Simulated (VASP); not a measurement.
# Y in VASP: further runs

The runs below take Y through electric field gradients, with PBE, LDA.

Program: VASP 6.6.1. These are calculated values, not measurements. Logs are shortened: lines on timing, memory, paths and dates and some standing lists are left out, and cuts for length are marked.

## 1. The cell of the first run

The structure is hexagonal, space group P6_3/mmc (No. 194). Conventional cell: a = 3.679 Å, b = 3.679 Å, c = 5.661 Å, α = 90.00°, β = 90.00°, γ = 120.00°. Y (site symmetry -6m2) has 12 Y at 3.54 to 3.68 Å within 4.7 Å.

## 2. Electric field gradients, PBE (z stretched by -1.5 % at fixed volume)

Contents of INCAR:

```
PREC     = Accurate       # precision mode
ENCUT    = 520            # plane-wave cutoff, eV
EDIFF    = 1E-8           # SCF threshold, eV
ISMEAR   = -1             # smearing method
SIGMA    = 0.08           # smearing width, eV
LREAL    = False          # projectors in reciprocal space
LASPH    = True           # aspherical terms in the spheres
NELM     = 100            # most SCF steps
ALGO     = Normal         # electronic algorithm
ISIF     = 2              # what is computed and relaxed
LWAVE    = False          # write WAVECAR
LCHARG   = False          # write CHGCAR
GGA      = PE             # functional
LEFG     = True         
NBANDS   = 18             # bands
```

Contents of KPOINTS:

```
Automatic mesh
0
Gamma
  12 12 7
```

Contents of POSCAR:

```
Y
1.0
    3.6791974790      0.0000000000      0.0000000000
   -1.8395987394      3.1862784823      0.0000000000
    0.0000000000      0.0000000000      5.6611890000
Y
2
Direct
    0.3333333333      0.6666666667      0.2500000000
    0.6666666667      0.3333333333      0.7500000000
```

Potentials or basis: VASP PAW PBE potentials, release 64 (Y_sv).

Run with:

```
$ cat potpaw_PBE.64/Y_sv/POTCAR > POTCAR
$ mpirun -np 1 vasp_std > vasp.out
```

OUTCAR:

```text
PREC = Accurate
   ENCUT = 520
   EDIFF = 1E-8
   ISMEAR = -1
   LREAL = False
   LASPH = True
   NELM = 100
   ISIF = 2
   GGA = PE

 ion  position               nearest neighbor table
   1  0.333  0.667  0.250-   2 3.54   2 3.54   2 3.54   2 3.54   2 3.54   2 3.54
   2  0.667  0.333  0.750-   1 3.54   1 3.54   1 3.54   1 3.54   1 3.54   1 3.54

  LATTYP: Found a hexagonal cell.
 ALAT       =     3.6791974790
 C/A-ratio  =     1.5387021306

  Lattice vectors:

 A1 = (   3.6791974790,   0.0000000000,   0.0000000000)
 A2 = (  -1.8395987394,   3.1862784823,   0.0000000000)
 A3 = (   0.0000000000,   0.0000000000,   5.6611890000)

Analysis of symmetry for initial positions (statically):
=====================================================================
 Subroutine PRICEL returns:
 Original cell was already a primitive cell.

 Routine SETGRP: Setting up the symmetry group for a
 hexagonal supercell.

 Subroutine GETGRP returns: Found 24 space group operations
 (whereof 12 operations were pure point group operations)
 out of a pool of 24 trial point group operations.

The static configuration has the point symmetry D_3d.
 The point group associated with its full space group is D_6h.

Analysis of symmetry for dynamics (positions and initial velocities):
=====================================================================
 Subroutine PRICEL returns:
 Original cell was already a primitive cell.

 Routine SETGRP: Setting up the symmetry group for a
 hexagonal supercell.

 Subroutine GETGRP returns: Found 24 space group operations
 (whereof 12 operations were pure point group operations)
 out of a pool of 24 trial point group operations.

The dynamic configuration has the point symmetry D_3d.
 The point group associated with its full space group is D_6h.

 Subroutine INISYM returns: Found 24 space group operations
 (whereof 12 operations are pure point group operations),
 and found     1 'primitive' translations

----------------------------------------------------------------------------------------

                                     Primitive cell

  volume of cell :      66.3658

  direct lattice vectors                    reciprocal lattice vectors
     3.679197479  0.000000000  0.000000000     0.271798403  0.156922881  0.000000000
    -1.839598739  3.186278482  0.000000000     0.000000000  0.313845763  0.000000000
     0.000000000  0.000000000  5.661189000     0.000000000  0.000000000  0.176641338

  length of vectors
     3.679197479  3.679197479  5.661189000     0.313845763  0.313845763  0.176641338

  position of ions in fractional coordinates (direct lattice)
     0.333333333  0.666666667  0.250000000
     0.666666667  0.333333333  0.750000000

  ion indices of the primitive-cell ions
   primitive index   ion index
                 1           1
                 2           2

----------------------------------------------------------------------------------------

 KPOINTS: Automatic mesh

Automatic generation of k-mesh.
 Grid dimensions read from file:
 generate k-points for:   12   12    7

 Generating k-lattice:

  Cartesian coordinates                     Fractional coordinates (reciprocal lattice)
     0.022649867  0.013076907  0.000000000     0.083333333  0.000000000  0.000000000
     0.000000000  0.026153814  0.000000000     0.000000000  0.083333333  0.000000000
     0.000000000  0.000000000  0.025234477     0.000000000  0.000000000  0.142857143

  Length of vectors
     0.026153814  0.026153814  0.025234477

  Shift w.r.t. Gamma in fractional coordinates (k-lattice)
     0.000000000  0.000000000  0.000000000

 Subroutine IBZKPT returns following result:
 ===========================================

 Found     76 irreducible k-points:

 Following reciprocal coordinates:
            Coordinates               Weight
  0.000000  0.000000  0.000000      1.000000
  0.083333  0.000000  0.000000      6.000000
  0.166667  0.000000  0.000000      6.000000
  0.250000  0.000000  0.000000      6.000000
  0.333333  0.000000  0.000000      6.000000
  0.416667  0.000000  0.000000      6.000000
[... 16 lines left out ...]
  0.250000  0.000000  0.142857     12.000000
  0.333333  0.000000  0.142857     12.000000
 [... further k-points ...]
   k-points           NKPTS =     76   k-points in BZ     NKDIM =     76   number of bands    NBANDS=     18
   number of dos      NEDOS =    301   number of ions     NIONS =      2
   total plane-waves  NPLWV =  32928
   dimension x,y,z NGX =    28 NGY =   28 NGZ =   42
   dimension x,y,z NGXF=    56 NGYF=   56 NGZF=   84
   ions per type =               2
   NGX,Y,Z   is equivalent  to a cutoff of  12.65, 12.65, 12.33 a.u.
   NGXF,Y,Z  is equivalent  to a cutoff of  25.30, 25.30, 24.67 a.u.
 SYSTEM =  unknown system
   PREC   = accura    normal or accurate (medium, high low for compatibility)
   ISTART =      0    job   : 0-new  1-cont  2-samecut
   ICHARG =      2    charge: 1-file 2-atom 10-const
   ISPIN  =      1    spin polarized calculation?
   LNONCOLLINEAR =      F non collinear calculations
   LSORBIT =      F    spin-orbit coupling
   LASPH  =      T    aspherical Exc in radial PAW
   ENCUT  =  520.0 eV  38.22 Ry    6.18 a.u.   6.84  6.84 10.53*2*pi/ulx,y,z
   NELM   =    100;   NELMIN=  2; NELMDL= -5     # of ELM steps
   EDIFF  = 0.1E-07   stopping-criterion for ELM
   LREAL  =      F    real-space projection
   EDIFFG = 0.1E-06   stopping-criterion for IOM
   NSW    =      0    number of steps for IOM
   IBRION =     -1    ionic relax: 0-MD 1-quasi-New 2-CG
   NFREE  =      0    steps in history (QN), initial steepest desc. (CG)
   ISIF   =      2    stress and relaxation
   ISYM   =      2    0-nonsym 1-usesym 2-fastsym
   POTIM  = 0.5000    time-step for ionic-motion
   TEBEG  =    0.0;   TEEND  =   0.0 temperature during run
   PSTRESS=    0.0 pullay stress
   NELECT =      22.0000    total number of electrons
   NUPDOWN=      -1.0000    fix difference up-down
   EMIN   =  10.00;   EMAX   =-10.00  energy-range for DOS
   EFERMI =   0.00;   METHOD = LEGACY
   ISMEAR =    -1;   SIGMA  =   0.08  broadening in eV -4-tet -1-fermi 0-gaus
   EFERMI_NEDOS =   21; number of points for ismear=-14 and -15
   IALGO  =     38    algorithm
   IMIX   =      4    mixing-type and parameters
     AMIX     =   0.40;   BMIX     =  1.00
     AMIX_MAG =   1.60;   BMIX_MAG =  1.00
  volume/ion in A,a.u.               =      33.18       223.93
  Fermi-wavevector in a.u.,A,eV,Ry     =   1.133011  2.141081 17.465997  1.283715
  Thomas-Fermi vector in A             =   2.269713
   LORBIT       =      0    0 simple, 1 ext, 2 COOP (PROOUT), +10 PAW based schemes
   GGA     = PE    functional components
   LHFCALC =     F    Hartree Fock is set to
   AEXX    =    0.0000 exact exchange contribution
   IVDW    =     0    specifies the selected vdW correction
   LEPSILON=     F    determine dielectric tensor
   LRPA    =     F    only Hartree local field effects (RPA)
 non-spin polarized calculation
  energy-cutoff  :      520.00
  volume of cell :       66.37
 maximum number of plane-waves:      1800
 NGX is ok and might be reduce to    28
   NGX = 13   NGY = 13   NGZ = 21

 number of electron      22.0000000 magnetization

 Free energy of the ion-electron system (eV)
  ---------------------------------------------------
  ext. energy  EPLUGINS =         0.00000000
  ---------------------------------------------------
  free energy    TOTEN  =       -12.90432072 eV

  energy without entropy =      -12.82378707  energy(sigma->0) =      -12.86405390

 E-fermi :   2.9429     XC(G=0):  -9.3871

 val. band max:        2.9427279707   @ k =   0.5000   0.0000   0.4286
 cond. band min:       2.9430320577   @ k =   0.3333   0.0833   0.4286
 fundamental gap:      0.0003040871
 Fermi energy:         2.9428974803

 k-point     1 :       0.0000    0.0000    0.0000
  band No.  band energies     occupation
      1     -39.7682      2.00000
      2     -39.6928      2.00000
      3     -20.0437      2.00000
      4     -19.5831      2.00000
      5     -19.5831      2.00000
      6     -19.4877      2.00000
[... 10 lines left out ...]
     17       5.6082      0.00000
     18       5.6082      0.00000
[... 463 lines left out ...]
 k-point    24 :       0.3333    0.0000    0.1429
  band No.  band energies     occupation
      1     -39.7271      2.00000
      2     -39.6880      2.00000
      3     -19.9158      2.00000
      4     -19.7954      2.00000
      5     -19.7530      2.00000
      6     -19.6597      2.00000
[... 10 lines left out ...]
     17       6.8734      0.00000
     18       6.9310      0.00000

 [... further k-points ...]

------------------------ aborting loop because EDIFF is reached ----------------------------------------

  FORCE on cell =-STRESS in cart. coord.  units (eV):
  Direction    XX          YY          ZZ          XY          YZ          ZX
  --------------------------------------------------------------------------------------
  -------------------------------------------------------------------------------------
  Total       -0.2702931     -0.2702931      0.0358093     -0.0000000      0.0000000     -0.0000000
  in kB       -6.5253089     -6.5253089      0.8644932     -0.0000000      0.0000000     -0.0000000
  external PRESSURE =      -4.0620415 kB  Pullay stress =       0.0000000 kB

 VOLUME and BASIS-vectors are now :
 -----------------------------------------------------------------------------
  energy-cutoff  :      520.00
  volume of cell :       66.37
      direct lattice vectors                 reciprocal lattice vectors
     3.679197479  0.000000000  0.000000000     0.271798403  0.156922881  0.000000000
    -1.839598739  3.186278482  0.000000000     0.000000000  0.313845763  0.000000000
     0.000000000  0.000000000  5.661189000     0.000000000  0.000000000  0.176641338

 POSITION                                       TOTAL-FORCE (eV/Angst)
 -----------------------------------------------------------------------------------
     -0.00000      2.12419      1.41530        -0.000000     -0.000000      0.000000
      1.83960      1.06209      4.24589         0.000000      0.000000      0.000000
 -----------------------------------------------------------------------------------
    total drift:                               -0.000000      0.000000     -0.000000

  FREE ENERGIE OF THE ION-ELECTRON SYSTEM (eV)
  ---------------------------------------------------
  free  energy   TOTEN  =       -12.9043207225 eV

  energy  without entropy=      -12.8237870718  energy(sigma->0) =      -12.86405390

 Electric field gradients (V/A^2)
---------------------------------------------------------------------
 ion       V_xx      V_yy      V_zz      V_xy      V_xz      V_yz
---------------------------------------------------------------------
   1     -16.581   -16.581    33.163    -0.000     0.000    -0.000
   2     -16.581   -16.581    33.163    -0.000    -0.000     0.000
---------------------------------------------------------------------

 Electric field gradients after diagonalization (V/A^2)
 (convention: |V_zz| > |V_xx| > |V_yy|)
----------------------------------------------------------------------
 ion       V_xx      V_yy      V_zz     asymmetry (V_yy - V_xx)/ V_zz
----------------------------------------------------------------------
   1     -16.581   -16.581    33.163       0.000
   2     -16.581   -16.581    33.163       0.000
----------------------------------------------------------------------

           NMR quadrupolar parameters

 Cq : quadrupolar parameter    Cq=e*Q*V_zz/h
 eta: asymmetry parameters     (V_yy - V_xx)/ V_zz
 Q  : nuclear electric quadrupole moment in mb (millibarn)
----------------------------------------------------------------------
 ion       Cq(MHz)       eta       Q (mb)
----------------------------------------------------------------------
   1       0.080       0.000       1.000
   2       0.080       0.000       1.000
----------------------------------------------------------------------
```

Wall time 44 s (1 thread of Intel Xeon 6975P-C (Granite Rapids), shared host); peak memory 0.23 GiB.

What came out:

```yaml
Free_energy: -12.9043 eV
Pressure: -0.4 GPa
Band_gap_on_the_k_mesh: zero (band 11 reaches 3.93 eV, above the bottom of band 12 at 2.47 eV)
```

Stress tensor (GPa, compression positive):
```
-0.65  0.00  0.00
 0.00 -0.65  0.00
 0.00  0.00  0.09
```

Electric field gradients, principal values (V/Å²):
| atom | least | middle | greatest (by size) |
| --- | --- | --- | --- |
| 1 Y | -16.581 | -16.581 | 33.163 |
| 2 Y | -16.581 | -16.581 | 33.163 |

Caveat: without QUAD_EFG the Cq values of the log hold for a quadrupole moment of 1 mb, not for the nuclei.

## 3. Electric field gradients, PBE

Contents of INCAR:

```
SYSTEM = Y
  PREC = Accurate
  ENCUT = 520
  EDIFF = 1E-8
  ISMEAR = -1
  SIGMA = 0.08
  LREAL = .False.
  LASPH = .True.
  NELM = 100
  ALGO = Normal
  ISIF = 2
  LWAVE = .False.
  LCHARG = .False.
  GGA = PE
  LEFG = .True.
  NBANDS = 18
```

Contents of KPOINTS:

```
Automatic mesh
0
Gamma
  12 12 7
  0 0 0
```

Contents of POSCAR:

```
Y
1.0
    3.6514992371      0.0000000000      0.0000000000
   -1.8257496185      3.1622911012      0.0000000000
    0.0000000000      0.0000000000      5.7474000000
Y
2
Direct
    0.3333333333      0.6666666667      0.2500000000
    0.6666666667      0.3333333333      0.7500000000
```

Potentials or basis: VASP PAW PBE potentials, release 64 (Y_sv).

Run with:

```
$ cat potpaw_PBE.64/Y_sv/POTCAR > POTCAR
$ mpirun -np 1 vasp_std > vasp.out
```

OUTCAR:

```text
SYSTEM = Y
   PREC = Accurate
   ENCUT = 520
   EDIFF = 1E-8
   ISMEAR = -1
   LREAL = .False.
   LASPH = .True.
   NELM = 100
   ISIF = 2
   GGA = PE

 ion  position               nearest neighbor table
   1  0.333  0.667  0.250-   2 3.56   2 3.56   2 3.56   2 3.56   2 3.56   2 3.56
   2  0.667  0.333  0.750-   1 3.56   1 3.56   1 3.56   1 3.56   1 3.56   1 3.56

  LATTYP: Found a hexagonal cell.
 ALAT       =     3.6514992371
 C/A-ratio  =     1.5739836234

  Lattice vectors:

 A1 = (   3.6514992371,   0.0000000000,   0.0000000000)
 A2 = (  -1.8257496185,   3.1622911012,   0.0000000000)
 A3 = (   0.0000000000,   0.0000000000,   5.7474000000)

Analysis of symmetry for initial positions (statically):
=====================================================================
 Subroutine PRICEL returns:
 Original cell was already a primitive cell.

 Routine SETGRP: Setting up the symmetry group for a
 hexagonal supercell.

 Subroutine GETGRP returns: Found 24 space group operations
 (whereof 12 operations were pure point group operations)
 out of a pool of 24 trial point group operations.

The static configuration has the point symmetry D_3d.
 The point group associated with its full space group is D_6h.

Analysis of symmetry for dynamics (positions and initial velocities):
=====================================================================
 Subroutine PRICEL returns:
 Original cell was already a primitive cell.

 Routine SETGRP: Setting up the symmetry group for a
 hexagonal supercell.

 Subroutine GETGRP returns: Found 24 space group operations
 (whereof 12 operations were pure point group operations)
 out of a pool of 24 trial point group operations.

[... 159 lines left out ...]
      2     -39.6935      2.00000
      3     -20.0235      2.00000
      4     -19.5639      2.00000
      5     -19.5639      2.00000
      6     -19.4790      2.00000
[... 481 lines left out ...]
      5     -19.7566      2.00000
      6     -19.6436      2.00000
[... 10 lines left out ...]
     17       6.7807      0.00000
     18       6.9969      0.00000

 [... further k-points ...]

------------------------ aborting loop because EDIFF is reached ----------------------------------------

  FORCE on cell =-STRESS in cart. coord.  units (eV):
  Direction    XX          YY          ZZ          XY          YZ          ZX
  --------------------------------------------------------------------------------------
  -------------------------------------------------------------------------------------
  Total       -0.0972283     -0.0972283     -0.3181050     -0.0000000      0.0000000      0.0000000
  in kB       -2.3472461     -2.3472461     -7.6795654     -0.0000000      0.0000000      0.0000000
  external PRESSURE =      -4.1246858 kB  Pullay stress =       0.0000000 kB

 VOLUME and BASIS-vectors are now :
 -----------------------------------------------------------------------------
  energy-cutoff  :      520.00
  volume of cell :       66.37
      direct lattice vectors                 reciprocal lattice vectors
     3.651499237  0.000000000  0.000000000     0.273860115  0.158113211  0.000000000
    -1.825749618  3.162291101  0.000000000     0.000000000  0.316226422  0.000000000
     0.000000000  0.000000000  5.747400000     0.000000000  0.000000000  0.173991718

 POSITION                                       TOTAL-FORCE (eV/Angst)
 -----------------------------------------------------------------------------------
     -0.00000      2.10819      1.43685         0.000000     -0.000000      0.000000
      1.82575      1.05410      4.31055        -0.000000      0.000000      0.000000
 -----------------------------------------------------------------------------------
    total drift:                                0.000000     -0.000000      0.000000

  FREE ENERGIE OF THE ION-ELECTRON SYSTEM (eV)
  ---------------------------------------------------
  free  energy   TOTEN  =       -12.9049531310 eV

  energy  without entropy=      -12.8218852793  energy(sigma->0) =      -12.86341921

 Electric field gradients (V/A^2)
---------------------------------------------------------------------
 ion       V_xx      V_yy      V_zz      V_xy      V_xz      V_yz
---------------------------------------------------------------------
   1     -12.854   -12.854    25.708     0.000    -0.000     0.000
   2     -12.854   -12.854    25.708     0.000     0.000    -0.000
---------------------------------------------------------------------

 Electric field gradients after diagonalization (V/A^2)
 (convention: |V_zz| > |V_xx| > |V_yy|)
----------------------------------------------------------------------
 ion       V_xx      V_yy      V_zz     asymmetry (V_yy - V_xx)/ V_zz
----------------------------------------------------------------------
   1     -12.854   -12.854    25.708       0.000
   2     -12.854   -12.854    25.708       0.000
----------------------------------------------------------------------

           NMR quadrupolar parameters

 Cq : quadrupolar parameter    Cq=e*Q*V_zz/h
 eta: asymmetry parameters     (V_yy - V_xx)/ V_zz
 Q  : nuclear electric quadrupole moment in mb (millibarn)
----------------------------------------------------------------------
 ion       Cq(MHz)       eta       Q (mb)
----------------------------------------------------------------------
   1       0.062       0.000       1.000
   2       0.062       0.000       1.000
----------------------------------------------------------------------
```

stdout:

```text
POSCAR found type information on POSCAR Y
 POSCAR found :  1 types and       2 ions
 scaLAPACK will be used
 LDA part: xc-table for (Slater+PW92), standard interpolation
 POSCAR, INCAR and KPOINTS ok, starting setup
 FFT: planning ... GRIDC
 FFT: planning ... GRID_SOFT
 FFT: planning ... GRID
 WAVECAR not read
 entering main loop
ion   1

ion   2
```

It took 44 s on 1 thread of Intel Xeon 6975P-C (Granite Rapids), shared host; peak memory 0.24 GiB.

Results:

| Item | Value |
| --- | --- |
| Free energy | -12.9050 eV |
| Pressure | -0.4 GPa |
| Band gap on the k mesh | zero (band 11 reaches 3.79 eV, above the bottom of band 12 at 2.51 eV) |

Electric field gradients, principal values (V/Å²):
| atom | least | middle | greatest (by size) |
| --- | --- | --- | --- |
| 1 Y | -12.854 | -12.854 | 25.708 |
| 2 Y | -12.854 | -12.854 | 25.708 |

Caveat: without QUAD_EFG the Cq values of the log hold for a quadrupole moment of 1 mb, not for the nuclei.

[end of part 1 of 3]
